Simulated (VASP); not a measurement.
Here is a VASP 6.6.1 calculation.

INCAR

```
SYSTEM = Ta3B2N
  PREC = Accurate
  ENCUT = 520
  EDIFF = 1E-7
  ISMEAR = 0
  SIGMA = 0.1
  LREAL = .False.
  LASPH = .True.
  NELM = 80
  ALGO = Normal
  ISIF = 2
  LWAVE = .False.
  LCHARG = .False.
  GGA = PE
  NBANDS = 31
```

Contents of KPOINTS:

```
Automatic mesh
0
Gamma
  12 12 12
  0 0 0
```

POSCAR

```
Ta3B2N
1.0
    2.8017522044      1.6175923894      2.7186616685
   -2.8017522044      1.6175923894      2.7186616685
    0.0000000000     -3.2351847789      2.7186616685
Ta B N
3 2 1
Direct
    0.0000000000      0.5000000000      0.0000000000
    0.5000000000      0.0000000000      0.0000000000
    0.0000000000      0.0000000000      0.5000000000
    0.6035049399      0.6035049399      0.6035049399
    0.3964950601      0.3964950601      0.3964950601
    0.0000000000      0.0000000000      0.0000000000
```

Potentials or basis: VASP PAW PBE potentials, release 64 (Ta_pv, B, N).

Launch:

```sh
$ cat potpaw_PBE.64/Ta_pv/POTCAR potpaw_PBE.64/B/POTCAR potpaw_PBE.64/N/POTCAR > POTCAR
$ mpirun -np 1 vasp_std > vasp.out
```

Task: What does it give for the pressure?

Result: 0.4 GPa.

Task: Estimate the largest force.

Result: 0.005 eV/Å.

Stress tensor (GPa, compression positive):
```
0.40 0.00 0.00
0.00 0.40 0.00
0.00 0.00 0.51
```
